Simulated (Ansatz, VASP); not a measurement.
# Sb in VASP and in Ansatz

File INCAR:

```
PREC = Accurate
ENCUT = 500
EDIFF = 1E-6
ISMEAR = 0
SIGMA = 0.1
LREAL = False
LASPH = True
NELM = 120
ALGO = Normal
ISIF = 2
LWAVE = False
LCHARG = False
GGA = PE
IVDW = 13
NBANDS = 12
GGA_COMPAT = False
```

The input KPOINTS:

```
regular mesh
0
Gamma
  6 4 4
```

Contents of POSCAR:

```
Sb
1.0
    3.1224020000      0.0000000000      0.0000000000
    0.0000000000      4.3475180000      0.0000000000
   -0.0389150000      0.0000000000      4.4058520000
Sb
2
Direct
    0.9886110000      0.7500000000      0.7588340000
    0.0113890000      0.2500000000      0.2411660000
```

Input for Ansatz:

```yaml
crystal:
  lattice:
    - [3.122402, 0.0, 0.0]
    - [0.0, 4.347518, 0.0]
    - [-0.038915, 0.0, 4.405852]
  atoms:
    - { symbol: Sb, position: [0.988611, 0.75, 0.758834] }
    - { symbol: Sb, position: [0.011389, 0.25, 0.241166] }
basis:
  ecutwfc: 420
kpoints:
  mp_grid: { grid: [6, 4, 4] }
hamiltonian:
  xc: pbe
  dispersion: d4
scf:
  occupations: { method: gaussian, width: 0.1 }
  max_iter: 79
output:
  forces: true
  stress: true
  eigenvalues: true
```

Alike in both runs: task single point; functional PBE; dispersion D4; k mesh 6 × 4 × 4; occupations gaussian, width 0.1 eV; no spin polarisation.

|  | VASP | Ansatz |
| --- | --- | --- |
| version | VASP 6.6.1 | Ansatz 0.2.0 |
| potentials or method | VASP PAW PBE potentials, release 64 (Sb), cutoff 500 eV | scalar-relativistic, plane waves, PAW |
| valence electrons in the cell | 10 | 30 |

VASP gave:

* gap on the k mesh at the Fermi level (eV): none
* pressure (GPa): -1.9
* traceless stress, the component that is largest in VASP (GPa): -4.06
* rms of the force components (eV/Å): 0.043

Question: Which values does Ansatz return?

Answer: gap on the k mesh at the Fermi level (eV): none; pressure (GPa): -1.9; traceless stress, the component that is largest in VASP (GPa): -4.06; rms of the force components (eV/Å): 0.038.

Atom by atom the forces differ by 0.005 eV/Å (rms over components). A gap of «none» marks a metal or a gap that the smearing closes. VASP's potentials hold 10 valence electrons a cell and Ansatz's 30, so a difference there can come from the potentials and not from the codes.

The k mesh is coarse, so the values compare programs but aren't converged. Neither program's run includes spin-orbit coupling.
